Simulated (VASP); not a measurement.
# Cd (Fd-3m) in VASP: notebook

The runs below take Cd through single point, relaxation of cell and atoms, with PBE.

All numbers are computed with VASP 6.6.1; they aren't measurements. Logs are shortened: lines on timing, memory, paths and dates and some standing lists are left out, and cuts for length are marked.

## Step 1: The cell of the first run

It takes space group Fd-3m (No. 227, cubic). Conventional cell: a = 6.497 Å, b = 6.497 Å, c = 6.497 Å, α = 90.00°, β = 90.00°, γ = 90.00°. Cd (site symmetry -43m) has 4 Cd at 2.81 Å within 3.7 Å.

## Step 2: Single point, PBE (volume scaled by 0.92)

Contents of INCAR:

```
ALGO = Normal
EDIFF = 1E-6
ENCUT = 520
GGA = PE
ISIF = 2
ISMEAR = -1
LASPH = True
LCHARG = False
LREAL = False
LWAVE = False
NBANDS = 19
NELM = 60
PREC = Accurate
SIGMA = 0.1
```

Contents of KPOINTS:

```
k-points
0
Gamma
  13 13 13
```

Contents of POSCAR:

```
Cd
1.0
    0.0000000000      3.2486583522      3.2486583522
    3.2486583522      0.0000000000      3.2486583522
    3.2486583522      3.2486583522      0.0000000000
Cd
2
Direct
    0.1250000000      0.1250000000      0.1250000000
    0.8750000000      0.8750000000      0.8750000000
```

Potentials or basis: VASP PAW PBE potentials, release 64 (Cd).

Command:

```bash
> cat potpaw_PBE.64/Cd/POTCAR > POTCAR
> mpirun -np 1 vasp_std > vasp.out
```

OUTCAR:

```text
EDIFF = 1E-6
   ENCUT = 520
   GGA = PE
   ISIF = 2
   ISMEAR = -1
   LASPH = True
   LREAL = False
   NELM = 60
   PREC = Accurate

 ion  position               nearest neighbor table
   1  0.125  0.125  0.125-   2 2.81   2 2.81   2 2.81   2 2.81
   2  0.875  0.875  0.875-   1 2.81   1 2.81   1 2.81   1 2.81

  LATTYP: Found a face centered cubic cell.
 ALAT       =     6.4973167044

  Lattice vectors:

 A1 = (   0.0000000000,   3.2486583522,   3.2486583522)
 A2 = (   3.2486583522,   0.0000000000,   3.2486583522)
 A3 = (   3.2486583522,   3.2486583522,   0.0000000000)

Analysis of symmetry for initial positions (statically):
=====================================================================
 Subroutine PRICEL returns:
 Original cell was already a primitive cell.

 Routine SETGRP: Setting up the symmetry group for a
 face centered cubic supercell.

 Subroutine GETGRP returns: Found 48 space group operations
 (whereof 12 operations were pure point group operations)
 out of a pool of 48 trial point group operations.

The static configuration has the point symmetry D_3d.
 The point group associated with its full space group is O_h .

Analysis of symmetry for dynamics (positions and initial velocities):
=====================================================================
 Subroutine PRICEL returns:
 Original cell was already a primitive cell.

 Routine SETGRP: Setting up the symmetry group for a
 face centered cubic supercell.

 Subroutine GETGRP returns: Found 48 space group operations
 (whereof 12 operations were pure point group operations)
 out of a pool of 48 trial point group operations.

The dynamic configuration has the point symmetry D_3d.
 The point group associated with its full space group is O_h .

 Subroutine INISYM returns: Found 48 space group operations
 (whereof 12 operations are pure point group operations),
 and found     1 'primitive' translations

----------------------------------------------------------------------------------------

                                     Primitive cell

  volume of cell :      68.5713

  direct lattice vectors                    reciprocal lattice vectors
     0.000000000  3.248658352  3.248658352    -0.153909690  0.153909690  0.153909690
     3.248658352  0.000000000  3.248658352     0.153909690 -0.153909690  0.153909690
     3.248658352  3.248658352  0.000000000     0.153909690  0.153909690 -0.153909690

  length of vectors
     4.594296701  4.594296701  4.594296701     0.266579403  0.266579403  0.266579403

  position of ions in fractional coordinates (direct lattice)
     0.125000000  0.125000000  0.125000000
     0.875000000  0.875000000  0.875000000

  ion indices of the primitive-cell ions
   primitive index   ion index
                 1           1
                 2           2

----------------------------------------------------------------------------------------

 KPOINTS: k-points

Automatic generation of k-mesh.
 Grid dimensions read from file:
 generate k-points for:   13   13   13

 Generating k-lattice:

  Cartesian coordinates                     Fractional coordinates (reciprocal lattice)
    -0.011839207  0.011839207  0.011839207     0.076923077  0.000000000  0.000000000
     0.011839207 -0.011839207  0.011839207     0.000000000  0.076923077  0.000000000
     0.011839207  0.011839207 -0.011839207     0.000000000  0.000000000  0.076923077

  Length of vectors
     0.020506108  0.020506108  0.020506108

  Shift w.r.t. Gamma in fractional coordinates (k-lattice)
     0.000000000  0.000000000  0.000000000

 Subroutine IBZKPT returns following result:
 ===========================================

 Found     84 irreducible k-points:

 Following reciprocal coordinates:
            Coordinates               Weight
  0.000000  0.000000  0.000000      1.000000
  0.076923  0.000000  0.000000      8.000000
  0.153846  0.000000  0.000000      8.000000
  0.230769  0.000000  0.000000      8.000000
  0.307692  0.000000  0.000000      8.000000
  0.384615  0.000000  0.000000      8.000000
[... 16 lines left out ...]
  0.384615  0.153846  0.000000     24.000000
  0.461538  0.153846  0.000000     24.000000
 [... further k-points ...]
   k-points           NKPTS =     84   k-points in BZ     NKDIM =     84   number of bands    NBANDS=     19
   number of dos      NEDOS =    301   number of ions     NIONS =      2
   total plane-waves  NPLWV =  46656
   dimension x,y,z NGX =    36 NGY =   36 NGZ =   36
   dimension x,y,z NGXF=    72 NGYF=   72 NGZF=   72
   ions per type =               2
   NGX,Y,Z   is equivalent  to a cutoff of  13.03, 13.03, 13.03 a.u.
   NGXF,Y,Z  is equivalent  to a cutoff of  26.05, 26.05, 26.05 a.u.
 SYSTEM =  unknown system
   PREC   = accura    normal or accurate (medium, high low for compatibility)
   ISTART =      0    job   : 0-new  1-cont  2-samecut
   ICHARG =      2    charge: 1-file 2-atom 10-const
   ISPIN  =      1    spin polarized calculation?
   LNONCOLLINEAR =      F non collinear calculations
   LSORBIT =      F    spin-orbit coupling
   LASPH  =      T    aspherical Exc in radial PAW
   ENCUT  =  520.0 eV  38.22 Ry    6.18 a.u.   8.54  8.54  8.54*2*pi/ulx,y,z
   NELM   =     60;   NELMIN=  2; NELMDL= -5     # of ELM steps
   EDIFF  = 0.1E-05   stopping-criterion for ELM
   LREAL  =      F    real-space projection
   EDIFFG = 0.1E-04   stopping-criterion for IOM
   NSW    =      0    number of steps for IOM
   IBRION =     -1    ionic relax: 0-MD 1-quasi-New 2-CG
   NFREE  =      0    steps in history (QN), initial steepest desc. (CG)
   ISIF   =      2    stress and relaxation
   ISYM   =      2    0-nonsym 1-usesym 2-fastsym
   POTIM  = 0.5000    time-step for ionic-motion
   TEBEG  =    0.0;   TEEND  =   0.0 temperature during run
   PSTRESS=    0.0 pullay stress
   NELECT =      24.0000    total number of electrons
   NUPDOWN=      -1.0000    fix difference up-down
   EMIN   =  10.00;   EMAX   =-10.00  energy-range for DOS
   EFERMI =   0.00;   METHOD = LEGACY
   ISMEAR =    -1;   SIGMA  =   0.10  broadening in eV -4-tet -1-fermi 0-gaus
   EFERMI_NEDOS =   21; number of points for ismear=-14 and -15
   IALGO  =     38    algorithm
   IMIX   =      4    mixing-type and parameters
     AMIX     =   0.40;   BMIX     =  1.00
     AMIX_MAG =   1.60;   BMIX_MAG =  1.00
  volume/ion in A,a.u.               =      34.29       231.37
  Fermi-wavevector in a.u.,A,eV,Ry     =   1.153713  2.180202 18.110092  1.331054
  Thomas-Fermi vector in A             =   2.290355
   LORBIT       =      0    0 simple, 1 ext, 2 COOP (PROOUT), +10 PAW based schemes
   GGA     = PE    functional components
   LHFCALC =     F    Hartree Fock is set to
   AEXX    =    0.0000 exact exchange contribution
   IVDW    =     0    specifies the selected vdW correction
   LEPSILON=     F    determine dielectric tensor
   LRPA    =     F    only Hartree local field effects (RPA)
 non-spin polarized calculation
  energy-cutoff  :      520.00
  volume of cell :       68.57
 maximum number of plane-waves:      1874
 NGX is ok and might be reduce to    36
   NGX = 17   NGY = 17   NGZ = 17

 number of electron      23.9999996 magnetization

 Free energy of the ion-electron system (eV)
  ---------------------------------------------------
  ext. energy  EPLUGINS =         0.00000000
  ---------------------------------------------------
  free energy    TOTEN  =        -0.82234920 eV

  energy without entropy =       -0.78633329  energy(sigma->0) =       -0.80434125

 E-fermi :   0.3965     XC(G=0):  -8.4943

 val. band max:        0.3765668223   @ k =  -0.4615   0.3077   0.0000
 cond. band min:       0.3982041098   @ k =  -0.2308   0.3077   0.0769
 fundamental gap:      0.0216372875
 Fermi energy:         0.3965496357

 k-point     1 :       0.0000    0.0000    0.0000
  band No.  band energies     occupation
      1      -8.8619      2.00000
      2      -8.8619      2.00000
      3      -8.8619      2.00000
      4      -8.8051      2.00000
      5      -8.8051      2.00000
      6      -8.0584      2.00000
[... 11 lines left out ...]
     18       6.1960      0.00000
     19       7.6506      0.00000

 k-point     2 :       0.0769    0.0000    0.0000
  band No.  band energies     occupation
      1      -8.8842      2.00000
      2      -8.8842      2.00000
      3      -8.8601      2.00000
      4      -8.7762      2.00000
      5      -8.7762      2.00000
      6      -8.0681      2.00000
[... 11 lines left out ...]
     18       6.9186      0.00000
     19       8.1936      0.00000

 k-point     3 :       0.1538    0.0000    0.0000
  band No.  band energies     occupation
      1      -8.9121      2.00000
      2      -8.9121      2.00000
      3      -8.8556      2.00000
      4      -8.7315      2.00000
      5      -8.7315      2.00000
      6      -8.0945      2.00000
[... 11 lines left out ...]
     18       7.8304      0.00000
     19       8.8977      0.00000

 k-point     4 :       0.2308    0.0000    0.0000
  band No.  band energies     occupation
      1      -8.9292      2.00000
      2      -8.9292      2.00000
      3      -8.8495      2.00000
      4      -8.6942      2.00000
      5      -8.6942      2.00000
      6      -8.1309      2.00000
[... 11 lines left out ...]
     18       8.4608      0.00000
     19       8.8626      0.00000

 k-point     5 :       0.3077    0.0000    0.0000
  band No.  band energies     occupation
      1      -8.9348      2.00000
      2      -8.9348      2.00000
      3      -8.8433      2.00000
      4      -8.6728      2.00000
      5      -8.6728      2.00000
      6      -8.1689      2.00000
[... 11 lines left out ...]
     18       8.0888      0.00000
     19       9.8377      0.00000
[... 334 lines left out ...]
      2      -8.8940      2.00000
      3      -8.8814      2.00000
      4      -8.7159      2.00000
      5      -8.6096      2.00000
      6      -8.2894      2.00000
[... 11 lines left out ...]
     18       8.5483      0.00000
     19       9.8475      0.00000

 k-point    22 :       0.3077    0.1538    0.0000
  band No.  band energies     occupation
      1      -8.9745      2.00000
      2      -8.9073      2.00000
      3      -8.8670      2.00000
      4      -8.6802      2.00000
      5      -8.5722      2.00000
      6      -8.3279      2.00000
[... 11 lines left out ...]
     18       8.6363      0.00000
     19      10.1122      0.00000

 k-point    23 :       0.3846    0.1538    0.0000
  band No.  band energies     occupation
      1      -8.9876      2.00000
      2      -8.9188      2.00000
      3      -8.8430      2.00000
      4      -8.6499      2.00000
      5      -8.5586      2.00000
      6      -8.3387      2.00000
[... 11 lines left out ...]
     18       8.4150      0.00000
     19       9.9360      0.00000

 k-point    24 :       0.4615    0.1538    0.0000
  band No.  band energies     occupation
      1      -8.9949      2.00000
      2      -8.9310      2.00000
      3      -8.8144      2.00000
      4      -8.6233      2.00000
      5      -8.5716      2.00000
      6      -8.3260      2.00000
[... 11 lines left out ...]
     18       8.5816      0.00000
     19       9.9178      0.00000

 [... further k-points ...]

------------------------ aborting loop because EDIFF is reached ----------------------------------------

  FORCE on cell =-STRESS in cart. coord.  units (eV):
  Direction    XX          YY          ZZ          XY          YZ          ZX
  --------------------------------------------------------------------------------------
  -------------------------------------------------------------------------------------
  Total        0.8197228      0.8197228      0.8197228      0.0000000      0.0000000     -0.0000000
  in kB       19.1529402     19.1529402     19.1529402      0.0000000      0.0000000     -0.0000000
  external PRESSURE =      19.1529402 kB  Pullay stress =       0.0000000 kB

 VOLUME and BASIS-vectors are now :
 -----------------------------------------------------------------------------
  energy-cutoff  :      520.00
  volume of cell :       68.57
      direct lattice vectors                 reciprocal lattice vectors
     0.000000000  3.248658352  3.248658352    -0.153909690  0.153909690  0.153909690
     3.248658352  0.000000000  3.248658352     0.153909690 -0.153909690  0.153909690
     3.248658352  3.248658352  0.000000000     0.153909690  0.153909690 -0.153909690

 POSITION                                       TOTAL-FORCE (eV/Angst)
 -----------------------------------------------------------------------------------
      0.81216      0.81216      0.81216        -0.000000     -0.000000     -0.000000
      5.68515      5.68515      5.68515         0.000000      0.000000      0.000000
 -----------------------------------------------------------------------------------
    total drift:                                0.000000      0.000000      0.000000

  FREE ENERGIE OF THE ION-ELECTRON SYSTEM (eV)
  ---------------------------------------------------
  free  energy   TOTEN  =        -0.8223491997 eV

  energy  without entropy=       -0.7863332945  energy(sigma->0) =       -0.80434125
```

It took 58 s on 1 thread of Intel Xeon 6975P-C, shared host; peak memory 0.25 GiB.

Results:

```yaml
Free_energy: -0.8223 eV
Pressure: 1.9 GPa
Band_gap_on_the_k_mesh: zero (band 12 reaches 5.02 eV, above the bottom of band 13 at -0.07 eV)
```

Levels at points of the mesh, in eV from the Fermi level:
```csv
k point,band 8,band 9,band 10,band 11,band 12,band 13,band 14,band 15,band 16,band 17
"(0.00, 0.00, 0.00)",-8.45,-8.27,-8.27,-6.63,4.62,4.62,4.62,5.54,5.80,5.80
```

Caveat: the cell differs from its parent crystal (volume scaled by 0.92).

## Step 3: Relaxation of cell and atoms, PBE

This run uses another cell than the first one, of 29.14 Å³/atom, 0.850 times its volume.

Contents of INCAR:

```
PREC = Accurate
ENCUT = 600
EDIFF = 1E-6
ISMEAR = -1
SIGMA = 0.1
LREAL = False
LASPH = True
NELM = 80
ALGO = Normal
ISIF = 3
LWAVE = False
LCHARG = False
GGA = PE
IBRION = 2
NSW = 80
EDIFFG = -0.01
```

Contents of KPOINTS:

```
regular mesh
0
Gamma
  9 9 9
```

Contents of POSCAR:

```
Cd
1.0
    0.0000000000      3.0772608027      3.0772608027
    3.0772608027      0.0000000000      3.0772608027
    3.0772608027      3.0772608027      0.0000000000
Cd
2
Direct
    0.1250000000      0.1250000000      0.1250000000
    0.8750000000      0.8750000000      0.8750000000
```

Potentials or basis: VASP PAW PBE potentials, release 64 (Cd).

Command:

```bash
> cat potpaw_PBE.64/Cd/POTCAR > POTCAR
> mpirun -np 1 vasp_std > vasp.out
```

OUTCAR:

```text
PREC = Accurate
   ENCUT = 600
   EDIFF = 1E-6
   ISMEAR = -1
   LREAL = False
   LASPH = True
   NELM = 80
   ISIF = 3
   GGA = PE
   IBRION = 2
   NSW = 80
   EDIFFG = -0.01

 ion  position               nearest neighbor table
   1  0.125  0.125  0.125-   2 2.66   2 2.66   2 2.66   2 2.66
   2  0.875  0.875  0.875-   1 2.66   1 2.66   1 2.66   1 2.66

  LATTYP: Found a face centered cubic cell.
 ALAT       =     6.1545216054

  Lattice vectors:

 A1 = (   0.0000000000,   3.0772608027,   3.0772608027)
 A2 = (   3.0772608027,   0.0000000000,   3.0772608027)
 A3 = (   3.0772608027,   3.0772608027,   0.0000000000)

Analysis of symmetry for initial positions (statically):
=====================================================================
 Subroutine PRICEL returns:
 Original cell was already a primitive cell.

[... 284 lines left out ...]
 cond. band min:      -0.0009665485   @ k =  -0.2222   0.3333   0.1111
 fundamental gap:      0.0643077225
 Fermi energy:        -0.0252984382

 k-point     1 :       0.0000    0.0000    0.0000
  band No.  band energies     occupation
      1      -9.0954      2.00000
      2      -9.0954      2.00000
      3      -9.0954      2.00000
      4      -9.0459      2.00000
      5      -9.0459      2.00000
      6      -8.4642      2.00000
[... 482 lines left out ...]
--------------------------------------- Ionic step        5  -------------------------------------------

 number of electron      23.9999993 magnetization

 Free energy of the ion-electron system (eV)
  ---------------------------------------------------
  ext. energy  EPLUGINS =         0.00000000
  ---------------------------------------------------
  free energy    TOTEN  =        -0.85480352 eV

  energy without entropy =       -0.81402835  energy(sigma->0) =       -0.83441593

 E-fermi :   0.0676     XC(G=0):  -8.0685

 val. band max:        0.0139110661   @ k =   0.3333   0.2222   0.0000
 cond. band min:       0.0761807984   @ k =  -0.2222   0.3333   0.1111
 fundamental gap:      0.0622697323
 Fermi energy:         0.0676321256

 k-point     1 :       0.0000    0.0000    0.0000
  band No.  band energies     occupation
      1      -9.0422      2.00000
      2      -9.0422      2.00000
      3      -9.0422      2.00000
      4      -8.9906      2.00000
      5      -8.9906      2.00000
      6      -8.3715      2.00000
[... 476 lines left out ...]
  FREE ENERGIE OF THE ION-ELECTRON SYSTEM (eV)
  ---------------------------------------------------
  free  energy   TOTEN  =        -0.8548035197 eV

  energy  without entropy=       -0.8140283501  energy(sigma->0) =       -0.83441593

 reached required accuracy - stopping structural energy minimisation
```

CONTCAR:

```text
Cd
   1.00000000000000
     0.0000000000000000    3.3539421699482110    3.3539421699482110
     3.3539421699482110    0.0000000000000000    3.3539421699482110
     3.3539421699482110    3.3539421699482110   -0.0000000000000000
  Cd
     2
Direct
     0.1250000000000000    0.1250000000000000    0.1250000000000000
     0.8750000000000000    0.8750000000000000    0.8750000000000000

  0.00000000E+00  0.00000000E+00  0.00000000E+00
  0.00000000E+00  0.00000000E+00  0.00000000E+00
```

It took 1.7 min on 1 thread of Intel Xeon 6975P-C, shared host; peak memory 0.23 GiB.

Results:

- Free energy: -0.8548 eV
- Relaxed volume: 37.73 Å³/atom
- Relaxed cell: a = 4.743 Å, b = 4.743 Å, c = 4.743 Å, α = 60.00°, β = 60.00°, γ = 60.00°
- Space group after relaxing (to 0.05 Å): Fd-3m (No. 227)
- Energy gained by relaxing: 158.6 meV/atom
- Ionic steps: 5
- Pressure after relaxing: 0.0 GPa
- Band gap on the k mesh: zero (band 12 reaches 4.27 eV, above the bottom of band 13 at -0.31 eV)

Step by step:
```csv
step,energy change (eV),largest force (eV/Å),pressure (GPa),volume (Å³)
1,0.0000,0.0000,8.09,58.28
2,-0.3083,0.0000,0.82,71.60
3,-0.3156,0.0000,0.33,73.65
4,-0.3140,0.0000,-0.41,77.86
5,-0.3173,0.0000,-0.02,75.46
```

Final structure:
```cif
data_structure
_symmetry_space_group_name_H-M 'P 1'
_symmetry_Int_Tables_number 1
_cell_length_a 4.7432
_cell_length_b 4.7432
_cell_length_c 4.7432
_cell_angle_alpha 60.000
_cell_angle_beta 60.000
_cell_angle_gamma 60.000
_cell_volume 75.46
loop_
_atom_site_label
_atom_site_type_symbol
_atom_site_fract_x
_atom_site_fract_y
_atom_site_fract_z
_atom_site_occupancy
Cd1 Cd 0.12500 0.12500 0.12500 1
Cd2 Cd 0.87500 0.87500 0.87500 1
```

Caveat: the volume moved by over 15 % at a fixed basis, so the end points are rough.

(Part 1 of 2 ends here.)
